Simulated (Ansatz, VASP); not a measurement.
**Two plane-wave programs on ZnCd2Se3**

```
Zn Cd Se
1.0
    -2.12706    2.12706    9.13438
     2.12706   -2.12706    9.13438
     2.12706    2.12706   -9.13438
Zn Cd Se
1 2 3
Direct
  0.50000 0.50000 0.00000
  0.83805 0.83805 0.00000
  0.16195 0.16195 0.00000
  0.42652 0.92652 0.50000
  0.07348 0.57348 0.50000
  0.75000 0.25000 0.50000
```

Alike in both runs: task single point; functional PBE; k mesh 10 × 10 × 10; occupations gaussian, width 0.02 eV; no spin polarisation.

```csv
,VASP,Ansatz
version,VASP 6.6.1,Ansatz 0.2.0
potentials or method,"VASP PAW PBE potentials, release 64 (Zn, Cd, Se), cutoff 500 eV","scalar-relativistic, plane waves, PAW"
valence electrons in the cell,54,100
```

```tsv
	VASP	Ansatz	Ansatz less VASP
gap on the k mesh at the Fermi level (eV)	0.61	0.61	0.000
least direct gap on the mesh (eV)	0.61	0.61	0.000
```

VASP's potentials hold 54 valence electrons a cell and Ansatz's 100, so a difference there can come from the potentials and not from the codes.
